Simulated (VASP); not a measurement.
# Sr (I4/mmm) in VASP: further runs

The runs below take Sr through single point, with PBEsol.

Program: VASP 6.6.1. These are calculated values, not measurements. Logs are shortened: lines on timing, memory, paths and dates and some standing lists are left out, and cuts for length are marked.

## (1) The cell of the first run

The structure is tetragonal, space group I4/mmm (No. 139). Conventional cell: a = 4.850 Å, b = 4.850 Å, c = 4.122 Å, α = 90.00°, β = 90.00°, γ = 90.00°. Within 5.3 Å of Sr (site symmetry 4/mmm) lie 14 Sr at 4.00 to 4.85 Å.

## (2) Single point, PBEsol (strain -0.1500 x Voigt [0, 1, 0, 0, 0, 0])

Contents of INCAR:

```
SYSTEM = Sr
PREC = Accurate
ENCUT = 520
EDIFF = 1E-6
ISMEAR = 0
SIGMA = 0.15
LREAL = .False.
LASPH = .True.
NELM = 80
ALGO = Normal
ISIF = 2
LWAVE = .False.
LCHARG = .True.
GGA = PS
LELF = .True.
LVHAR = .True.
NBANDS = 11
```

Contents of KPOINTS:

```
Automatic mesh
0
Gamma
  14 14 14
  0 0 0
```

Contents of POSCAR:

```
Sr
1.0
   -2.4250000000      2.0612500000      2.4250000000
    2.4250000000     -2.0612500000      2.4250000000
    2.4250000000      2.0612500000     -2.4250000000
Sr
1
Direct
    0.0000000000      0.0000000000      0.0000000000
```

Potentials or basis: VASP PAW PBE potentials, release 64 (Sr_sv).

Launch:

```
cat potpaw_PBE.64/Sr_sv/POTCAR > POTCAR
mpirun -np 1 vasp_std > vasp.out
```

OUTCAR:

```text
SYSTEM = Sr
   PREC = Accurate
   ENCUT = 520
   EDIFF = 1E-6
   ISMEAR = 0
   LREAL = .False.
   LASPH = .True.
   NELM = 80
   ISIF = 2
   GGA = PS

 ion  position               nearest neighbor table
   1  0.000  0.000  0.000-

  LATTYP: Found a body centered tetragonal cell.
 ALAT       =     4.8500000000
 C/A-ratio  =     0.8500000000

  Lattice vectors:

 A1 = (  -2.4250000000,  -2.0612500000,   2.4250000000)
 A2 = (   2.4250000000,  -2.0612500000,  -2.4250000000)
 A3 = (   2.4250000000,   2.0612500000,   2.4250000000)

Analysis of symmetry for initial positions (statically):
=====================================================================
 Subroutine PRICEL returns:
 Original cell was already a primitive cell.

 Routine SETGRP: Setting up the symmetry group for a
 body centered tetragonal supercell.

 Subroutine GETGRP returns: Found 16 space group operations
 (whereof 16 operations were pure point group operations)
 out of a pool of 16 trial point group operations.

The static configuration has the point symmetry D_4h.

Analysis of symmetry for dynamics (positions and initial velocities):
=====================================================================
 Subroutine PRICEL returns:
 Original cell was already a primitive cell.

 Routine SETGRP: Setting up the symmetry group for a
 body centered tetragonal supercell.

 Subroutine GETGRP returns: Found 16 space group operations
 (whereof 16 operations were pure point group operations)
 out of a pool of 16 trial point group operations.

The dynamic configuration has the point symmetry D_4h.

 Subroutine INISYM returns: Found 16 space group operations
 (whereof 16 operations are pure point group operations),
 and found     1 'primitive' translations

----------------------------------------------------------------------------------------

                                     Primitive cell

  volume of cell :      48.4858

  direct lattice vectors                    reciprocal lattice vectors
    -2.425000000  2.061250000  2.425000000     0.000000000  0.242571255  0.206185567
     2.425000000 -2.061250000  2.425000000     0.206185567  0.000000000  0.206185567
     2.425000000  2.061250000 -2.425000000     0.206185567  0.242571255  0.000000000

  length of vectors
     4.001250000  4.001250000  4.001250000     0.318360333  0.291590425  0.318360333

  position of ions in fractional coordinates (direct lattice)
     0.000000000  0.000000000  0.000000000

  ion indices of the primitive-cell ions
   primitive index   ion index
                 1           1

----------------------------------------------------------------------------------------

 KPOINTS: Automatic mesh

Automatic generation of k-mesh.
 Grid dimensions read from file:
 generate k-points for:   14   14   14

 Generating k-lattice:

  Cartesian coordinates                     Fractional coordinates (reciprocal lattice)
     0.000000000  0.017326518  0.014727541     0.071428571  0.000000000  0.000000000
     0.014727541  0.000000000  0.014727541     0.000000000  0.071428571  0.000000000
     0.014727541  0.017326518  0.000000000     0.000000000  0.000000000  0.071428571

  Length of vectors
     0.022740024  0.020827888  0.022740024

  Shift w.r.t. Gamma in fractional coordinates (k-lattice)
     0.000000000  0.000000000  0.000000000

 Subroutine IBZKPT returns following result:
 ===========================================

 Found    244 irreducible k-points:

 Following reciprocal coordinates:
            Coordinates               Weight
  0.000000  0.000000  0.000000      1.000000
  0.071429  0.000000 -0.000000      8.000000
  0.142857  0.000000 -0.000000      8.000000
  0.214286  0.000000 -0.000000      8.000000
  0.285714  0.000000  0.000000      8.000000
  0.357143  0.000000  0.000000      8.000000
[... 16 lines left out ...]
  0.071429  0.142857 -0.000000     16.000000
  0.142857  0.142857 -0.000000     16.000000
 [... further k-points ...]
   k-points           NKPTS =    244   k-points in BZ     NKDIM =    244   number of bands    NBANDS=     11
   number of dos      NEDOS =    301   number of ions     NIONS =      1
   total plane-waves  NPLWV =  27000
   dimension x,y,z NGX =    30 NGY =   30 NGZ =   30
   dimension x,y,z NGXF=    60 NGYF=   60 NGZF=   60
   ions per type =               1
   NGX,Y,Z   is equivalent  to a cutoff of  12.46, 12.46, 12.46 a.u.
   NGXF,Y,Z  is equivalent  to a cutoff of  24.93, 24.93, 24.93 a.u.
 SYSTEM =  Sr
   PREC   = accura    normal or accurate (medium, high low for compatibility)
   ISTART =      0    job   : 0-new  1-cont  2-samecut
   ICHARG =      2    charge: 1-file 2-atom 10-const
   ISPIN  =      1    spin polarized calculation?
   LNONCOLLINEAR =      F non collinear calculations
   LSORBIT =      F    spin-orbit coupling
   LASPH  =      T    aspherical Exc in radial PAW
   ENCUT  =  520.0 eV  38.22 Ry    6.18 a.u.   7.44  7.44  7.44*2*pi/ulx,y,z
   NELM   =     80;   NELMIN=  2; NELMDL= -5     # of ELM steps
   EDIFF  = 0.1E-05   stopping-criterion for ELM
   LREAL  =      F    real-space projection
   EDIFFG = 0.1E-04   stopping-criterion for IOM
   NSW    =      0    number of steps for IOM
   IBRION =     -1    ionic relax: 0-MD 1-quasi-New 2-CG
   NFREE  =      0    steps in history (QN), initial steepest desc. (CG)
   ISIF   =      2    stress and relaxation
   ISYM   =      2    0-nonsym 1-usesym 2-fastsym
   POTIM  = 0.5000    time-step for ionic-motion
   TEBEG  =    0.0;   TEEND  =   0.0 temperature during run
   PSTRESS=    0.0 pullay stress
   NELECT =      10.0000    total number of electrons
   NUPDOWN=      -1.0000    fix difference up-down
   EMIN   =  10.00;   EMAX   =-10.00  energy-range for DOS
   EFERMI =   0.00;   METHOD = LEGACY
   ISMEAR =     0;   SIGMA  =   0.15  broadening in eV -4-tet -1-fermi 0-gaus
   EFERMI_NEDOS =   21; number of points for ismear=-14 and -15
   IALGO  =     38    algorithm
   IMIX   =      4    mixing-type and parameters
     AMIX     =   0.40;   BMIX     =  1.00
     AMIX_MAG =   1.60;   BMIX_MAG =  1.00
  volume/ion in A,a.u.               =      48.49       327.20
  Fermi-wavevector in a.u.,A,eV,Ry     =   0.967246  1.827829 12.729123  0.935564
  Thomas-Fermi vector in A             =   2.097115
   LORBIT       =      0    0 simple, 1 ext, 2 COOP (PROOUT), +10 PAW based schemes
   GGA     = PS    functional components
   LHFCALC =     F    Hartree Fock is set to
   AEXX    =    0.0000 exact exchange contribution
   IVDW    =     0    specifies the selected vdW correction
   LEPSILON=     F    determine dielectric tensor
   LRPA    =     F    only Hartree local field effects (RPA)
 non-spin polarized calculation
 Gauss-broadening in eV      SIGMA  =   0.15
  energy-cutoff  :      520.00
  volume of cell :       48.49
 maximum number of plane-waves:      1324
 NGX is ok and might be reduce to    30
   NGX = 15   NGY = 15   NGZ = 15

 number of electron      10.0000000 magnetization

 Free energy of the ion-electron system (eV)
  ---------------------------------------------------
  ext. energy  EPLUGINS =         0.00000000
  ---------------------------------------------------
  free energy    TOTEN  =        -1.81535130 eV

  energy without entropy =       -1.80178468  energy(sigma->0) =       -1.80856799

 E-fermi :   1.9012     XC(G=0):  -7.8314

 val. band max:        1.8957537137   @ k =   0.4286  -0.4286   0.4286
 cond. band min:       1.9018775536   @ k =  -0.3571   0.4286   0.3571
 fundamental gap:      0.0061238399
 Fermi energy:         1.9011665878

 k-point     1 :       0.0000    0.0000    0.0000
  band No.  band energies     occupation
      1     -34.3698      2.00000
      2     -16.2387      2.00000
      3     -16.2357      2.00000
      4     -16.2357      2.00000
      5      -1.9033      2.00000
      6       3.7748      0.00000
      7       4.9457      0.00000
      8       4.9457      0.00000
      9       5.0503      0.00000
     10       6.6365      0.00000
     11      10.0271      0.00000

 k-point     2 :       0.0714    0.0000   -0.0000
  band No.  band energies     occupation
      1     -34.3682      2.00000
      2     -16.2546      2.00000
      3     -16.2408      2.00000
      4     -16.2382      2.00000
      5      -1.7966      2.00000
      6       3.7932      0.00000
      7       4.8126      0.00000
      8       4.8950      0.00000
      9       5.0991      0.00000
     10       6.4975      0.00000
     11      10.2845      0.00000

 k-point     3 :       0.1429    0.0000   -0.0000
  band No.  band energies     occupation
      1     -34.3639      2.00000
      2     -16.3014      2.00000
      3     -16.2551      2.00000
      4     -16.2429      2.00000
      5      -1.4863      2.00000
      6       3.7561      0.00000
      7       4.4018      0.00000
      8       4.9013      0.00000
      9       5.2957      0.00000
     10       6.2536      0.00000
     11      10.7169      0.00000

 k-point     4 :       0.2143    0.0000   -0.0000
  band No.  band energies     occupation
      1     -34.3576      2.00000
      2     -16.3678      2.00000
      3     -16.2757      2.00000
      4     -16.2495      2.00000
      5      -1.0018      2.00000
      6       3.5472      0.00000
      7       3.8609      0.00000
      8       5.1974      0.00000
      9       5.6144      0.00000
     10       6.0766      0.00000
     11      10.3513      0.00000
[... 239 lines left out ...]
 k-point    22 :       0.0000    0.1429    0.0000
  band No.  band energies     occupation
      1     -34.3652      2.00000
      2     -16.2956      2.00000
      3     -16.2521      2.00000
      4     -16.2325      2.00000
      5      -1.5577      2.00000
      6       3.6253      0.00000
      7       4.7361      0.00000
      8       4.7809      0.00000
      9       5.2961      0.00000
     10       6.4304      0.00000
     11      10.5049      0.00000

 k-point    23 :       0.0714    0.1429   -0.0000
  band No.  band energies     occupation
      1     -34.3619      2.00000
      2     -16.3320      2.00000
      3     -16.2629      2.00000
      4     -16.2364      2.00000
      5      -1.2924      2.00000
      6       3.4781      0.00000
      7       4.4881      0.00000
      8       4.8004      0.00000
      9       5.5181      0.00000
     10       6.3618      0.00000
     11      10.5223      0.00000

 k-point    24 :       0.1429    0.1429   -0.0000
  band No.  band energies     occupation
      1     -34.3565      2.00000
      2     -16.3805      2.00000
      3     -16.2847      2.00000
      4     -16.2462      2.00000
      5      -0.8489      2.00000
      6       3.2546      0.00000
      7       4.0132      0.00000
      8       5.0213      0.00000
      9       5.8573      0.00000
     10       6.3087      0.00000
     11      10.0814      0.00000

 [... further k-points ...]

------------------------ aborting loop because EDIFF is reached ----------------------------------------

  FORCE on cell =-STRESS in cart. coord.  units (eV):
  Direction    XX          YY          ZZ          XY          YZ          ZX
  --------------------------------------------------------------------------------------
  -------------------------------------------------------------------------------------
  Total        0.1049061      0.5981130      0.1049061     -0.0000000      0.0000000      0.0000000
  in kB        3.4665473     19.7642215      3.4665473     -0.0000000      0.0000000      0.0000000
  external PRESSURE =       8.8991054 kB  Pullay stress =       0.0000000 kB

 VOLUME and BASIS-vectors are now :
 -----------------------------------------------------------------------------
  energy-cutoff  :      520.00
  volume of cell :       48.49
      direct lattice vectors                 reciprocal lattice vectors
    -2.425000000  2.061250000  2.425000000     0.000000000  0.242571255  0.206185567
     2.425000000 -2.061250000  2.425000000     0.206185567  0.000000000  0.206185567
     2.425000000  2.061250000 -2.425000000     0.206185567  0.242571255  0.000000000

 POSITION                                       TOTAL-FORCE (eV/Angst)
 -----------------------------------------------------------------------------------
      0.00000      0.00000      0.00000         0.000000      0.000000      0.000000
 -----------------------------------------------------------------------------------
    total drift:                               -0.000000     -0.000000      0.000000

  FREE ENERGIE OF THE ION-ELECTRON SYSTEM (eV)
  ---------------------------------------------------
  free  energy   TOTEN  =        -1.8153512985 eV

  energy  without entropy=       -1.8017846754  energy(sigma->0) =       -1.80856799
```

It took 42 s on 1 thread of Intel Xeon 6975P-C (Granite Rapids), shared host; peak memory 0.26 GiB.

Results:

```yaml
Free_energy: -1.8154 eV
Pressure: 0.9 GPa
Band_gap_on_the_k_mesh: zero (bands 5 and 6 overlap by 0.43 eV)
```

Levels at points of the mesh, in eV from the Fermi level:
| k point | band 2 | band 3 | band 4 | band 5 | band 6 | band 7 | band 8 | band 9 |
| --- | --- | --- | --- | --- | --- | --- | --- | --- |
| (0.00, 0.00, 0.00) | -18.14 | -18.14 | -18.14 | -3.80 | 1.87 | 3.04 | 3.04 | 3.15 |
| (0.50, 0.00, 0.00) | -18.46 | -18.24 | -18.17 | -0.96 | 0.73 | 0.90 | 3.87 | 5.43 |
| (0.00, 0.50, 0.00) | -18.44 | -18.21 | -18.12 | -1.27 | 0.14 | 2.13 | 3.02 | 4.16 |
| (0.50, 0.50, 0.50) | -18.38 | -18.38 | -18.29 | -0.43 | -0.15 | 3.42 | 3.42 | 5.52 |

Caveat: the cell differs from its parent crystal (strain -0.1500 x Voigt [0, 1, 0, 0, 0, 0]); the PAW data sets were made with another functional, which shifts forces and pressure a little.

## (3) Single point, PBEsol (strain -0.1125 x Voigt [0, 1, 0, 0, 0, 0])

Contents of INCAR:

```
  PREC = Accurate
  ENCUT = 520
  EDIFF = 1E-6
  ISMEAR = 0
  SIGMA = 0.15
  LREAL = False
  LASPH = True
  NELM = 100
  ALGO = Fast
  ISIF = 2
  LWAVE = False
  LCHARG = False
  GGA = PS
  NBANDS = 11
```

Contents of KPOINTS:

```
Automatic mesh
0
Gamma
  14 14 14
```

Contents of POSCAR:

```
Sr
1.0
   -2.4250000000      2.1521875000      2.4250000000
    2.4250000000     -2.1521875000      2.4250000000
    2.4250000000      2.1521875000     -2.4250000000
Sr
1
Direct
    0.0000000000      0.0000000000      0.0000000000
```

Potentials or basis: VASP PAW PBE potentials, release 64 (Sr_sv).

Launch:

```
cat potpaw_PBE.64/Sr_sv/POTCAR > POTCAR
mpirun -np 1 vasp_std > vasp.out
```

OUTCAR:

```text
PREC = Accurate
   ENCUT = 520
   EDIFF = 1E-6
   ISMEAR = 0
   LREAL = False
   LASPH = True
   NELM = 100
   ISIF = 2
   GGA = PS

 ion  position               nearest neighbor table
   1  0.000  0.000  0.000-

  LATTYP: Found a body centered tetragonal cell.
 ALAT       =     4.8500000000
 C/A-ratio  =     0.8875000000

  Lattice vectors:

 A1 = (  -2.4250000000,  -2.1521875000,   2.4250000000)
 A2 = (   2.4250000000,  -2.1521875000,  -2.4250000000)
 A3 = (   2.4250000000,   2.1521875000,   2.4250000000)

Analysis of symmetry for initial positions (statically):
=====================================================================
 Subroutine PRICEL returns:
 Original cell was already a primitive cell.

 Routine SETGRP: Setting up the symmetry group for a
 body centered tetragonal supercell.

 Subroutine GETGRP returns: Found 16 space group operations
 (whereof 16 operations were pure point group operations)
 out of a pool of 16 trial point group operations.

The static configuration has the point symmetry D_4h.

Analysis of symmetry for dynamics (positions and initial velocities):
[... 168 lines left out ...]
      2     -16.4829      2.00000
      3     -16.4772      2.00000
      4     -16.4772      2.00000
      5      -1.9973      2.00000
      6       3.7592      0.00000
      7       4.5647      0.00000
      8       4.5647      0.00000
      9       5.0710      0.00000
     10       6.1860      0.00000
     11       9.8312      0.00000
[... 309 lines left out ...]
 k-point    24 :       0.1429    0.1429    0.0000
  band No.  band energies     occupation
      1     -34.5874      2.00000
      2     -16.6050      2.00000
      3     -16.5194      2.00000
      4     -16.4874      2.00000
      5      -0.9733      2.00000
      6       3.1593      0.00000
      7       3.7379      0.00000
      8       4.9034      0.00000
      9       5.5080      0.00000
     10       6.0065      0.00000
     11       9.7839      0.00000

 [... further k-points ...]

------------------------ aborting loop because EDIFF is reached ----------------------------------------

  FORCE on cell =-STRESS in cart. coord.  units (eV):
  Direction    XX          YY          ZZ          XY          YZ          ZX
  --------------------------------------------------------------------------------------
  -------------------------------------------------------------------------------------
  Total       -0.0213178      0.2548088     -0.0213178     -0.0000000     -0.0000000      0.0000000
  in kB       -0.6746659      8.0642040     -0.6746659     -0.0000000     -0.0000000      0.0000000
  external PRESSURE =       2.2382907 kB  Pullay stress =       0.0000000 kB

 VOLUME and BASIS-vectors are now :
 -----------------------------------------------------------------------------
  energy-cutoff  :      520.00
  volume of cell :       50.62
      direct lattice vectors                 reciprocal lattice vectors
    -2.425000000  2.152187500  2.425000000     0.000000000  0.232321766  0.206185567
     2.425000000 -2.152187500  2.425000000     0.206185567  0.000000000  0.206185567
     2.425000000  2.152187500 -2.425000000     0.206185567  0.232321766  0.000000000

 POSITION                                       TOTAL-FORCE (eV/Angst)
 -----------------------------------------------------------------------------------
      0.00000      0.00000      0.00000         0.000000      0.000000     -0.000000
 -----------------------------------------------------------------------------------
    total drift:                               -0.000000     -0.000000      0.000000

  FREE ENERGIE OF THE ION-ELECTRON SYSTEM (eV)
  ---------------------------------------------------
  free  energy   TOTEN  =        -1.8335977937 eV

  energy  without entropy=       -1.8199362151  energy(sigma->0) =       -1.82676700
```

OSZICAR:

```text
N       E                     dE             d eps       ncg     rms          rms(c)
DAV:   1     0.354871111694E+02    0.35487E+02   -0.48484E+03  5368   0.794E+02
DAV:   2    -0.220621155409E+00   -0.35708E+02   -0.35077E+02  6293   0.154E+02
DAV:   3    -0.176695181601E+01   -0.15463E+01   -0.15307E+01  7885   0.235E+01
DAV:   4    -0.183629625029E+01   -0.69344E-01   -0.69182E-01  7044   0.455E+00
DAV:   5    -0.183793995925E+01   -0.16437E-02   -0.16434E-02  7676   0.550E-01    0.121E+01
RMM:   6    -0.183493662532E+01    0.30033E-02   -0.53123E-03  5789   0.864E-01    0.688E+00
RMM:   7    -0.183320944432E+01    0.17272E-02   -0.11166E-02  6457   0.127E+00    0.243E-01
RMM:   8    -0.183349147896E+01   -0.28203E-03   -0.36562E-03  7570   0.353E-01    0.795E-02
RMM:   9    -0.183357686927E+01   -0.85390E-04   -0.57498E-04  8609   0.104E-01    0.807E-02
RMM:  10    -0.183358852477E+01   -0.11656E-04   -0.96233E-05  8443   0.496E-02    0.801E-02
RMM:  11    -0.183360459635E+01   -0.16072E-04   -0.28677E-05  7055   0.587E-02    0.389E-02
RMM:  12    -0.183359873701E+01    0.58593E-05   -0.11612E-05  7729   0.189E-02    0.177E-02
RMM:  13    -0.183359772630E+01    0.10107E-05   -0.50421E-06  6597   0.150E-02    0.113E-03
RMM:  14    -0.183359779370E+01   -0.67407E-07   -0.15269E-06  4868   0.531E-03
   1 F= -.18335978E+01 E0= -.18267670E+01  d E =-.136616E-01
```

Wall time 59 s (1 thread of Intel Xeon 6975P-C (Granite Rapids), shared host); peak memory 0.26 GiB.

Results:

| Item | Value |
| --- | --- |
| Free energy | -1.8336 eV |
| Pressure | 0.2 GPa |
| Band gap on the k mesh | zero (bands 5 and 6 overlap by 0.38 eV) |

Stress tensor (GPa, compression positive):
```
-0.07  0.00  0.00
 0.00  0.81  0.00
 0.00  0.00 -0.07
```

Levels at points of the mesh, in eV from the Fermi level:
| k point | band 1 | band 2 | band 3 | band 4 | band 5 | band 6 | band 7 | band 8 | band 9 | band 10 |
| --- | --- | --- | --- | --- | --- | --- | --- | --- | --- | --- |
| (0.00, 0.00, 0.00) | -36.36 | -18.24 | -18.24 | -18.24 | -3.76 | 2.00 | 2.81 | 2.81 | 3.31 | 4.43 |
| (0.50, 0.00, 0.00) | -36.33 | -18.51 | -18.33 | -18.26 | -0.97 | 0.54 | 0.98 | 3.79 | 4.98 | 5.78 |
| (0.00, 0.50, 0.00) | -36.34 | -18.50 | -18.31 | -18.22 | -1.20 | 0.14 | 1.83 | 3.15 | 4.14 | 5.71 |
| (0.50, 0.50, 0.50) | -36.32 | -18.44 | -18.44 | -18.39 | -0.34 | -0.13 | 3.42 | 3.42 | 5.18 | 5.32 |

Caveat: the cell differs from its parent crystal (strain -0.1125 x Voigt [0, 1, 0, 0, 0, 0]); the PAW data sets were made with another functional, which shifts forces and pressure a little.
